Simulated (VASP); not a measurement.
Runs of VASP 6.6.1 on KCaCl3. The structure is that of space group P4/mmm (No. 123), or close to it. The cells are those of the table. 

```tsv
cell	gap on the mesh (eV)	pressure (GPa)
a = 5.859, b = 5.859, c = 4.570 Å, 5 atoms	(a)	1.1
a = 6.054, b = 6.054, c = 4.280 Å, 5 atoms	3.59	5.2
a = 5.694, b = 5.694, c = 4.840 Å, 5 atoms	4.27	-1.1
a = 4.805, b = 4.805, c = 6.795 Å, 5 atoms	3.59	2.9
a = 5.075, b = 5.075, c = 6.091 Å, 5 atoms	(c)	(b)
```

Alike in all rows: task single point; level LDA; potentials or basis VASP PAW LDA potentials, release 64 (K_sv, Ca_sv, Cl); no spin polarisation; k mesh 6 × 6 × 6; cutoff (eV) 520; smearing gaussian 0.05 eV.

**Question.** Fill in the values left out.

**Answer.** (a) 4.14; (b) -1.0; (c) 4.05.

Caveats: the cell stands under pressure (at least some runs).

A k mesh can miss the band edges.
